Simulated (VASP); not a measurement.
A run of VASP 6.6.1 is set up as follows.

INCAR

```
SYSTEM = Pb
ALGO = Normal
EDIFF = 1E-6
EDIFFG = -0.005
ENCUT = 600
GGA = PE
IBRION = 2
ISIF = 3
ISMEAR = -1
LASPH = .True.
LCHARG = .False.
LREAL = .False.
LWAVE = .False.
NELM = 80
NSW = 32
PREC = Accurate
PSTRESS = 640.0
SIGMA = 0.05
```

File KPOINTS:

```
k-points
0
Gamma
  16 16 16
  0 0 0
```

Contents of POSCAR:

```
Pb
1.0
   -1.6962802669      1.6962802669      1.6962802669
    1.6962802669     -1.6962802669      1.6962802669
    1.6962802669      1.6962802669     -1.6962802669
Pb
1
Direct
    0.0000000000      0.0000000000      0.0000000000
```

Potentials or basis: VASP PAW PBE potentials, release 64 (Pb_d).

Launch:

```console
$ cat potpaw_PBE.64/Pb_d/POTCAR > POTCAR
$ mpirun -np 1 vasp_std > vasp.out
```

(1) Estimate the band gap on the k mesh.

Results:

(1) zero (bands 7 and 8 overlap by 14.53 eV).

Caveat: the cell is relaxed towards a set pressure, so the run minimises the enthalpy, not the energy; spin-orbit coupling is left out, which moves the levels of the heavy elements.
